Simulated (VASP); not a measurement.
Input of a VASP 6.6.1 run:

File INCAR:

```
SYSTEM = SiC
  PREC = Accurate
  ENCUT = 520
  EDIFF = 1E-6
  ISMEAR = 0
  SIGMA = 0.01
  LREAL = .False.
  LASPH = .True.
  NELM = 80
  ALGO = Normal
  ISIF = 2
  LWAVE = .False.
  LCHARG = .False.
  GGA = PE
  NBANDS = 11
```

File KPOINTS:

```
regular mesh
0
Gamma
  6 6 6
  0 0 0
```

The input POSCAR:

```
SiC
1.0
    0.0000000000      2.1127107805      2.2192378392
    2.1127107805      0.0000000000      2.2192378392
    2.1127107805      2.1127107805      0.0000000000
Si C
1 1
Direct
    0.0000000000      0.0000000000      0.0000000000
    0.2500000000      0.2500000000      0.2500000000
```

Potentials or basis: VASP PAW PBE potentials, release 64 (Si, C).

The run is started by

```console
$ cat potpaw_PBE.64/Si/POTCAR potpaw_PBE.64/C/POTCAR > POTCAR
$ mpirun -np 1 vasp_std > vasp.out
```

Problem. Estimate the band gap on the k mesh.

Solution. 1.04 eV, indirect (least direct gap 4.53 eV).

Problem. Predict the pressure.

Solution. 13.7 GPa.

Stress tensor (GPa, compression positive):
```
18.40  0.00  0.00
 0.00 18.40  0.00
 0.00  0.00  4.29
```

Caveat: the k points lie up to 0.42 Å⁻¹ apart; the cell differs from its parent crystal (epitaxial xy strain -3.0%). A k mesh can miss the band edges.
